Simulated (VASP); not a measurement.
Lu, 1 atom in the cell. Symmetry: Fm-3m, No. 225, cubic system. Conventional cell: a = 4.900 Å, b = 4.900 Å, c = 4.900 Å, α = 90.00°, β = 90.00°, γ = 90.00°. Lu (site symmetry m-3m) has 12 Lu at 3.46 Å within 4.6 Å. This isn't the form of Lu at room conditions, which is hcp.

- Program: VASP 6.6.1
- Task: relaxation of cell and atoms
- Functional: LDA
- Potentials or basis: VASP PAW PBE potentials, release 64 (Lu)
- Cutoff: 600 eV
- k mesh: 9 × 9 × 9
- Occupations: gaussian, width 0.1 eV
- Spin: no spin polarisation
- Dipole correction: no
- Further INCAR settings: ALGO = Normal; EDIFF = 1e-07; IBRION = 2; EDIFFG = -0.01; NSW = 80; ISIF = 3

Potentials or basis: VASP PAW PBE potentials, release 64 (Lu).

The run is started by

```console
$ cat potpaw_PBE.64/Lu/POTCAR > POTCAR
$ mpirun -np 1 vasp_std > vasp.out
```

Hardware: 1 thread of Intel Xeon 8259CL, with other jobs on the host.

Estimate the wall time of this run.

Run time: 83 s on 1 thread of Intel Xeon 8259CL (shared host), peak memory 0.17 GiB. Counts: scf iterations 42, k points 35, ion steps 3.
